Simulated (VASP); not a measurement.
Crystal: Mg3SiO.

```
CELL_PARAMETERS angstrom
3.89898 0.00000 0.00000
0.00000 3.89898 0.00000
0.00000 0.00000 3.89898
ATOMIC_POSITIONS crystal
Si 0.00000 0.00000 0.00000
O 0.50000 0.50000 0.50000
Mg 0.50000 0.50000 0.00000
Mg 0.50000 0.00000 0.50000
Mg 0.00000 0.50000 0.50000
```

* Program: VASP 6.6.1
* Task: relaxation of cell and atoms
* Functional: PBE
* Potentials or basis: VASP PAW PBE potentials, release 64 (Si, O, Mg)
* Cutoff: 600 eV
* k mesh: 6 × 6 × 6
* Occupations: fermi-dirac, width 0.02 eV
* Spin: no spin polarisation

At the start: pressure 31.2 GPa; volume 11.85 Å³/atom.

Where does the relaxation end?

Over 5 steps the energy falls by 248.9 meV/atom and the volume is 14.97 Å³/atom (+26.3 %); space group Pm-3m (No. 221, to 0.1 Å) before and after.

The path:
```csv
step,energy change (eV),largest force (eV/Å),pressure (GPa),volume (Å³)
1,0.0000,0.0000,31.22,59.27
2,-1.1216,0.0000,-5.65,81.38
3,-1.2443,0.0000,0.23,74.67
4,-1.2443,0.0000,-0.13,75.00
5,-1.2444,0.0000,0.01,74.87
```

Final structure:
```
CELL_PARAMETERS angstrom
4.21475 0.00000 0.00000
0.00000 4.21475 0.00000
0.00000 0.00000 4.21475
ATOMIC_POSITIONS crystal
Si 0.00000 0.00000 0.00000
O 0.50000 0.50000 0.50000
Mg 0.50000 0.50000 0.00000
Mg 0.50000 0.00000 0.50000
Mg 0.00000 0.50000 0.50000
```

Caveat: the volume moved by over 15 % at a fixed basis, so the end points are rough.
